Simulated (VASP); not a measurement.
# CsCl (Pm-3m) in VASP: further runs

CsCl is run at these levels: r2SCAN; tasks: phonons.

All numbers are computed with VASP 6.6.1; they aren't measurements. Logs are shortened: lines on timing, memory, paths and dates and some standing lists are left out, and cuts for length are marked.

## Step 1: The cell of the first run

Symmetry: Pm-3m, No. 221, cubic system. The conventional cell has a = 4.140 Å, b = 4.140 Å, c = 4.140 Å, α = 90.00°, β = 90.00°, γ = 90.00°. Within 4.7 Å of Cs (site symmetry m-3m) lie 8 Cl at 3.59 Å and 6 Cs at 4.14 Å. Within 4.7 Å of Cl (site symmetry m-3m) lie 8 Cs at 3.59 Å and 6 Cl at 4.14 Å.

## Step 2: Phonons, r2SCAN

Contents of INCAR:

```
PREC = Accurate
ENCUT = 550
EDIFF = 1E-8
ISMEAR = 0
SIGMA = 0.01
LREAL = False
LASPH = True
NELM = 120
ALGO = Normal
ISIF = 2
LWAVE = False
LCHARG = False
METAGGA = R2SCAN
LMIXTAU = True
NBANDS = 15
IBRION = 6
NFREE = 2
POTIM = 0.015
NSW = 1
GGA_COMPAT = False
```

Contents of KPOINTS:

```
regular mesh
0
Gamma
  6 6 6
```

Contents of POSCAR:

```
CsCl
1.0
    4.1401753638      0.0000000000      0.0000000000
    0.0000000000      4.1401753638      0.0000000000
    0.0000000000      0.0000000000      4.1401753638
Cs Cl
1 1
Direct
    0.0000000000      0.0000000000      0.0000000000
    0.5000000000      0.5000000000      0.5000000000
```

Potentials or basis: VASP PAW PBE potentials, release 64 (Cs_sv, Cl).

Launch:

```
$ cat potpaw_PBE.64/Cs_sv/POTCAR potpaw_PBE.64/Cl/POTCAR > POTCAR
$ mpirun -np 1 vasp_std > vasp.out
```

OUTCAR:

```text
PREC = Accurate
   ENCUT = 550
   EDIFF = 1E-8
   ISMEAR = 0
   LREAL = False
   LASPH = True
   NELM = 120
   ISIF = 2
   METAGGA = R2SCAN
   IBRION = 6
   NFREE = 2
   POTIM = 0.015
   NSW = 1

 ion  position               nearest neighbor table
   1  0.000  0.000  0.000-
   2  0.500  0.500  0.500-

  LATTYP: Found a simple cubic cell.
 ALAT       =     4.1401753638

  Lattice vectors:

 A1 = (   4.1401753638,   0.0000000000,   0.0000000000)
 A2 = (   0.0000000000,   4.1401753638,   0.0000000000)
 A3 = (   0.0000000000,   0.0000000000,   4.1401753638)

Analysis of symmetry for initial positions (statically):
=====================================================================
 Subroutine PRICEL returns:
 Original cell was already a primitive cell.

 Routine SETGRP: Setting up the symmetry group for a
 simple cubic supercell.

 Subroutine GETGRP returns: Found 48 space group operations
 (whereof 48 operations were pure point group operations)
 out of a pool of 48 trial point group operations.

The static configuration has the point symmetry O_h .

Analysis of symmetry for dynamics (positions and initial velocities):
=====================================================================
 Subroutine PRICEL returns:
 Original cell was already a primitive cell.

 Routine SETGRP: Setting up the symmetry group for a
 simple cubic supercell.

 Subroutine GETGRP returns: Found 48 space group operations
 (whereof 48 operations were pure point group operations)
 out of a pool of 48 trial point group operations.

The dynamic configuration has the point symmetry O_h .

 Subroutine INISYM returns: Found 48 space group operations
 (whereof 48 operations are pure point group operations),
 and found     1 'primitive' translations

----------------------------------------------------------------------------------------

                                     Primitive cell

  volume of cell :      70.9670

  direct lattice vectors                    reciprocal lattice vectors
     4.140175364  0.000000000  0.000000000     0.241535663  0.000000000  0.000000000
     0.000000000  4.140175364  0.000000000     0.000000000  0.241535663  0.000000000
     0.000000000  0.000000000  4.140175364     0.000000000  0.000000000  0.241535663

  length of vectors
     4.140175364  4.140175364  4.140175364     0.241535663  0.241535663  0.241535663

  position of ions in fractional coordinates (direct lattice)
     0.000000000  0.000000000  0.000000000
     0.500000000  0.500000000  0.500000000

  ion indices of the primitive-cell ions
   primitive index   ion index
                 1           1
                 2           2

----------------------------------------------------------------------------------------

 KPOINTS: regular mesh

Automatic generation of k-mesh.
 Grid dimensions read from file:
 generate k-points for:    6    6    6

 Generating k-lattice:

  Cartesian coordinates                     Fractional coordinates (reciprocal lattice)
     0.040255944  0.000000000  0.000000000     0.166666667  0.000000000  0.000000000
     0.000000000  0.040255944  0.000000000     0.000000000  0.166666667  0.000000000
     0.000000000  0.000000000  0.040255944     0.000000000  0.000000000  0.166666667

  Length of vectors
     0.040255944  0.040255944  0.040255944

  Shift w.r.t. Gamma in fractional coordinates (k-lattice)
     0.000000000  0.000000000  0.000000000

 Subroutine IBZKPT returns following result:
 ===========================================

 Found     20 irreducible k-points:
[... 52 lines left out ...]
   NELECT =      16.0000    total number of electrons
   NUPDOWN=      -1.0000    fix difference up-down
   EMIN   =  10.00;   EMAX   =-10.00  energy-range for DOS
   EFERMI =   0.00;   METHOD = LEGACY
   ISMEAR =     0;   SIGMA  =   0.01  broadening in eV -4-tet -1-fermi 0-gaus
   EFERMI_NEDOS =   21; number of points for ismear=-14 and -15
   IALGO  =     38    algorithm
   IMIX   =      4    mixing-type and parameters
     AMIX     =   0.40;   BMIX     =  1.00
     AMIX_MAG =   1.60;   BMIX_MAG =  1.00
  volume/ion in A,a.u.               =      35.48       239.45
  Fermi-wavevector in a.u.,A,eV,Ry     =   0.996390  1.882904 13.507773  0.992793
  Thomas-Fermi vector in A             =   2.128475
   LORBIT       =      0    0 simple, 1 ext, 2 COOP (PROOUT), +10 PAW based schemes
   METAGGA = R2SCAN    functional components
   LHFCALC =     F    Hartree Fock is set to
   AEXX    =    0.0000 exact exchange contribution
   IVDW    =     0    specifies the selected vdW correction
   LEPSILON=     F    determine dielectric tensor
   LRPA    =     F    only Hartree local field effects (RPA)
 finite differences with symmetry
 non-spin polarized calculation
 Gauss-broadening in eV      SIGMA  =   0.01
  energy-cutoff  :      550.00
  volume of cell :       70.97
 maximum number of plane-waves:      2103
 NGX is ok and might be reduce to    32
   NGX = 15   NGY = 15   NGZ = 15

--------------------------------------- Ionic step        1  -------------------------------------------

 number of electron      16.0000001 magnetization

 Free energy of the ion-electron system (eV)
  ---------------------------------------------------
  ext. energy  EPLUGINS =         0.00000000
  ---------------------------------------------------
  free energy    TOTEN  =       -35.52516651 eV

  energy without entropy =      -35.52516651  energy(sigma->0) =      -35.52516651

------------------------ aborting loop because EDIFF is reached ----------------------------------------

  FORCE on cell =-STRESS in cart. coord.  units (eV):
  Direction    XX          YY          ZZ          XY          YZ          ZX
  --------------------------------------------------------------------------------------
  -------------------------------------------------------------------------------------
  Total        0.0189197      0.0189197      0.0189197     -0.0000000     -0.0000000      0.0000000
  in kB        0.4271375      0.4271375      0.4271375     -0.0000000     -0.0000000      0.0000000
  external PRESSURE =       0.4271375 kB  Pullay stress =       0.0000000 kB
[... 131 lines left out ...]
--------------------------------------- Ionic step        5  -------------------------------------------

 number of electron      16.0000001 magnetization

 Free energy of the ion-electron system (eV)
  ---------------------------------------------------
  ext. energy  EPLUGINS =         0.00000000
  ---------------------------------------------------
  free energy    TOTEN  =       -35.52504401 eV

  energy without entropy =      -35.52504401  energy(sigma->0) =      -35.52504401

 E-fermi :  -0.6676     XC(G=0):  -8.6125

 val. band max:       -0.7538406582   @ k =   0.0000   0.0000   0.0000
 cond. band min:       5.1555679387   @ k =   0.0000   0.0000   0.0000
 fundamental gap:      5.9094085969
 Fermi energy:        -0.6675938239

 k-point     1 :       0.0000    0.0000    0.0000
  band No.  band energies     occupation
      1     -20.6573      2.00000
      2     -13.4654      2.00000
      3      -6.7748      2.00000
      4      -6.7748      2.00000
      5      -6.7747      2.00000
      6      -0.7539      2.00000
      7      -0.7538      2.00000
      8      -0.7538      2.00000
      9       5.1556      0.00000
     10       5.1560      0.00000
     11       5.2421      0.00000
     12       9.9481      0.00000
     13       9.9485      0.00000
     14       9.9485      0.00000
[... 401 lines left out ...]
      2     -13.4746      2.00000
      3      -6.9804      2.00000
      4      -6.8372      2.00000
      5      -6.7109      2.00000
      6      -1.2245      2.00000
      7      -0.8935      2.00000
      8      -0.8382      2.00000
      9       5.7002      0.00000
     10       6.2130      0.00000
     11       6.2997      0.00000
     12       9.2316      0.00000
     13       9.3516      0.00000
     14      10.3178      0.00000
     15      12.0590      0.00000

 [... further k-points ...]

------------------------ aborting loop because EDIFF is reached ----------------------------------------

  FORCE on cell =-STRESS in cart. coord.  units (eV):
  Direction    XX          YY          ZZ          XY          YZ          ZX
  --------------------------------------------------------------------------------------
  -------------------------------------------------------------------------------------
  Total        0.0196185      0.0195371      0.0195371     -0.0000000     -0.0000000      0.0000000
  in kB        0.4429155      0.4410760      0.4410760     -0.0000000     -0.0000000      0.0000000
  external PRESSURE =       0.4416891 kB  Pullay stress =       0.0000000 kB
[... 17 lines left out ...]
  FREE ENERGIE OF THE ION-ELECTRON SYSTEM (eV)
  ---------------------------------------------------
  free  energy   TOTEN  =       -35.5250440052 eV

  energy  without entropy=      -35.5250440052  energy(sigma->0) =      -35.52504401

 INTERNAL STRAIN TENSORS FROM DISPLACED ATOMS
 ============================================

 INTERNAL STRAIN TENSOR FOR ION    1 for displacements in x,y,z  (eV/Angst):
          X           Y           Z          XY          YZ          ZX
  --------------------------------------------------------------------------------
  x     0.00000     0.00000     0.00000     0.00000     0.00000     0.00000
  y     0.00000     0.00000     0.00000     0.00000     0.00000     0.00000
  z     0.00000     0.00000     0.00000     0.00000     0.00000     0.00000

 INTERNAL STRAIN TENSOR FOR ION    2 for displacements in x,y,z  (eV/Angst):
          X           Y           Z          XY          YZ          ZX
  --------------------------------------------------------------------------------
  x     0.00000     0.00000     0.00000     0.00000     0.00000     0.00000
  y     0.00000     0.00000     0.00000     0.00000     0.00000     0.00000
  z     0.00000     0.00000     0.00000     0.00000     0.00000     0.00000

 Eigenvectors and eigenvalues of the dynamical matrix
 ----------------------------------------------------

   1 f  =    2.960368 THz    18.600538 2PiTHz   98.747233 cm-1    12.243091 meV
             X         Y         Z           dx          dy          dz
      0.000000  0.000000  0.000000     0.000000    0.461993   -0.000000
      2.070088  2.070088  2.070088    -0.000000   -0.886884   -0.000000
[... 21 lines left out ...]
   6 f/i=    0.010321 THz     0.064852 2PiTHz    0.344288 cm-1     0.042686 meV
             X         Y         Z           dx          dy          dz
      0.000000  0.000000  0.000000    -0.036694   -0.883483   -0.068363
      2.070088  2.070088  2.070088    -0.019114   -0.460222   -0.035611

 ELASTIC MODULI CONTR FROM IONIC RELAXATION (kBar)
 Direction    XX          YY          ZZ          XY          YZ          ZX
 --------------------------------------------------------------------------------
 XX           0.0000      0.0000      0.0000      0.0000      0.0000      0.0000
 YY           0.0000      0.0000      0.0000      0.0000      0.0000      0.0000
 ZZ           0.0000      0.0000      0.0000      0.0000      0.0000      0.0000
 XY           0.0000      0.0000      0.0000      0.0000      0.0000      0.0000
 YZ           0.0000      0.0000      0.0000      0.0000      0.0000      0.0000
 ZX           0.0000      0.0000      0.0000      0.0000      0.0000      0.0000
 --------------------------------------------------------------------------------
```

It took 8.4 min on 1 thread of Oxide Virtual Turin-like, shared host; peak memory 0.2 GiB.

What came out:

```yaml
Highest_phonon_frequency_at_Γ_LO-TO_splitting_left_out: 99 cm⁻¹
```

Phonon frequencies in cm⁻¹ (negative: imaginary):
```tsv
q point	frequencies
(0.000, 0.000, 0.000)	0 0 0 99 99 99
```

Caveat: the PAW data sets were made with another functional, which shifts forces and pressure a little; spin-orbit coupling is left out, which moves the levels of the heavy elements.

## Step 3: Phonons, r2SCAN

Contents of INCAR:

```
SYSTEM = CsCl
PREC = Accurate ; ENCUT = 550
EDIFF = 1E-8 ; ISMEAR = 0
SIGMA = 0.01 ; LREAL = .False.
LASPH = .True. ; NELM = 120
ALGO = Normal ; ISIF = 2
LWAVE = .False. ; LCHARG = .False.
METAGGA = R2SCAN ; LMIXTAU = .True.
IBRION = 6 ; NFREE = 2
POTIM = 0.015 ; NSW = 1
GGA_COMPAT = .False.
```

Contents of KPOINTS:

```
Automatic mesh
0
Gamma
  6 6 6
  0 0 0
```

POSCAR is that of step 2.

Potentials or basis: VASP PAW PBE potentials, release 64 (Cs_sv, Cl).

Launch:

```
$ cat potpaw_PBE.64/Cs_sv/POTCAR potpaw_PBE.64/Cl/POTCAR > POTCAR
$ mpirun -np 1 vasp_std > vasp.out
```

OUTCAR:

```text
SYSTEM = CsCl
   PREC = Accurate
   ENCUT = 550
   EDIFF = 1E-8
   ISMEAR = 0
   LREAL = .False.
   LASPH = .True.
   NELM = 120
   ISIF = 2
   METAGGA = R2SCAN
   IBRION = 6
   NFREE = 2
   POTIM = 0.015
   NSW = 1

 ion  position               nearest neighbor table
   1  0.000  0.000  0.000-
   2  0.500  0.500  0.500-

  LATTYP: Found a simple cubic cell.
 ALAT       =     4.1401753638

  Lattice vectors:

 A1 = (   4.1401753638,   0.0000000000,   0.0000000000)
 A2 = (   0.0000000000,   4.1401753638,   0.0000000000)
 A3 = (   0.0000000000,   0.0000000000,   4.1401753638)

Analysis of symmetry for initial positions (statically):
=====================================================================
 Subroutine PRICEL returns:
 Original cell was already a primitive cell.

 Routine SETGRP: Setting up the symmetry group for a
 simple cubic supercell.

 Subroutine GETGRP returns: Found 48 space group operations
 (whereof 48 operations were pure point group operations)
 out of a pool of 48 trial point group operations.

The static configuration has the point symmetry O_h .

Analysis of symmetry for dynamics (positions and initial velocities):
=====================================================================
 Subroutine PRICEL returns:
 Original cell was already a primitive cell.

 Routine SETGRP: Setting up the symmetry group for a
 simple cubic supercell.

 Subroutine GETGRP returns: Found 48 space group operations
 (whereof 48 operations were pure point group operations)
 out of a pool of 48 trial point group operations.

[... 308 lines left out ...]
      1     -20.6573      2.00000
      2     -13.4654      2.00000
      3      -6.7748      2.00000
      4      -6.7748      2.00000
      5      -6.7747      2.00000
      6      -0.7539      2.00000
      7      -0.7538      2.00000
      8      -0.7538      2.00000
      9       5.1556      0.00000
     10       5.1560      0.00000
     11       5.2421      0.00000
     12       9.9484      0.00000
[... 331 lines left out ...]
 k-point    24 :       0.0000    0.1667    0.1667
  band No.  band energies     occupation
      1     -20.6171      2.00000
      2     -13.4746      2.00000
      3      -6.9804      2.00000
      4      -6.8372      2.00000
      5      -6.7109      2.00000
      6      -1.2245      2.00000
      7      -0.8935      2.00000
      8      -0.8382      2.00000
      9       5.7002      0.00000
     10       6.2130      0.00000
     11       6.2997      0.00000
     12       9.2316      0.00000

 [... further k-points ...]

------------------------ aborting loop because EDIFF is reached ----------------------------------------

  FORCE on cell =-STRESS in cart. coord.  units (eV):
  Direction    XX          YY          ZZ          XY          YZ          ZX
  --------------------------------------------------------------------------------------
  -------------------------------------------------------------------------------------
  Total        0.0196212      0.0195491      0.0195491      0.0000000     -0.0000000      0.0000000
  in kB        0.4429756      0.4413481      0.4413481      0.0000000     -0.0000000      0.0000000
  external PRESSURE =       0.4418906 kB  Pullay stress =       0.0000000 kB
[... 17 lines left out ...]
  FREE ENERGIE OF THE ION-ELECTRON SYSTEM (eV)
  ---------------------------------------------------
  free  energy   TOTEN  =       -35.5250439958 eV

  energy  without entropy=      -35.5250439958  energy(sigma->0) =      -35.52504400

 INTERNAL STRAIN TENSORS FROM DISPLACED ATOMS
 ============================================

 INTERNAL STRAIN TENSOR FOR ION    1 for displacements in x,y,z  (eV/Angst):
          X           Y           Z          XY          YZ          ZX
  --------------------------------------------------------------------------------
  x     0.00000     0.00000     0.00000     0.00000     0.00000     0.00000
  y     0.00000     0.00000     0.00000     0.00000     0.00000     0.00000
  z     0.00000     0.00000     0.00000     0.00000     0.00000     0.00000

 INTERNAL STRAIN TENSOR FOR ION    2 for displacements in x,y,z  (eV/Angst):
          X           Y           Z          XY          YZ          ZX
  --------------------------------------------------------------------------------
  x     0.00000     0.00000     0.00000     0.00000     0.00000     0.00000
  y     0.00000     0.00000     0.00000     0.00000     0.00000     0.00000
  z     0.00000     0.00000     0.00000     0.00000     0.00000     0.00000

 Eigenvectors and eigenvalues of the dynamical matrix
 ----------------------------------------------------

   1 f  =    2.962053 THz    18.611131 2PiTHz   98.803468 cm-1    12.250063 meV
             X         Y         Z           dx          dy          dz
      0.000000  0.000000  0.000000     0.461176    0.000000    0.000000
      2.070088  2.070088  2.070088    -0.887309   -0.000000    0.000000
[... 21 lines left out ...]
   6 f/i=    0.007600 THz     0.047751 2PiTHz    0.253503 cm-1     0.031430 meV
             X         Y         Z           dx          dy          dz
      0.000000  0.000000  0.000000     0.872112    0.161908   -0.022860
      2.070088  2.070088  2.070088     0.453278    0.084151   -0.011881

 ELASTIC MODULI CONTR FROM IONIC RELAXATION (kBar)
 Direction    XX          YY          ZZ          XY          YZ          ZX
 --------------------------------------------------------------------------------
 XX           0.0000      0.0000      0.0000      0.0000      0.0000      0.0000
 YY           0.0000      0.0000      0.0000      0.0000      0.0000      0.0000
 ZZ           0.0000      0.0000      0.0000      0.0000      0.0000      0.0000
 XY           0.0000      0.0000      0.0000      0.0000      0.0000      0.0000
 YZ           0.0000      0.0000      0.0000      0.0000      0.0000      0.0000
 ZX           0.0000      0.0000      0.0000      0.0000      0.0000      0.0000
 --------------------------------------------------------------------------------
```

stdout:

```text
POSCAR found type information on POSCAR CsCl
 POSCAR found :  2 types and       2 ions
 scaLAPACK will be used
 -----------------------------------------------------------------------------
|                                                                             |
|                                                                             |
|     You enforced a specific xc type in the INCAR file but a different       |
|     I HOPE YOU KNOW WHAT YOU ARE DOING!                                     |
|                                                                             |
 -----------------------------------------------------------------------------

 LDA part: xc-table for (None), standard interpolation
 POSCAR, INCAR and KPOINTS ok, starting setup
 FFT: planning ... GRIDC
 FFT: planning ... GRID_SOFT
 FFT: planning ... GRID
 WAVECAR not read
 entering main loop
 Found     2 degrees of freedom:
 Finite differences POTIM= 0.01500 DOF=   2
 bond charge predicted
 Finite differences progress:
 bond charge predicted
 Finite differences progress:
 bond charge predicted
 Finite differences progress:
 bond charge predicted
 Finite differences progress:
```

It took 5.2 min on 1 thread of Oxide Virtual Turin-like, shared host; peak memory 0.2 GiB.

Results:

```yaml
Highest_phonon_frequency_at_Γ_LO-TO_splitting_left_out: 99 cm⁻¹
```

Phonon frequencies in cm⁻¹ (negative: imaginary):
```csv
q point,frequencies
"(0.000, 0.000, 0.000)",0 0 0 99 99 99
```

Caveat: the PAW data sets were made with another functional, which shifts forces and pressure a little; spin-orbit coupling is left out, which moves the levels of the heavy elements.
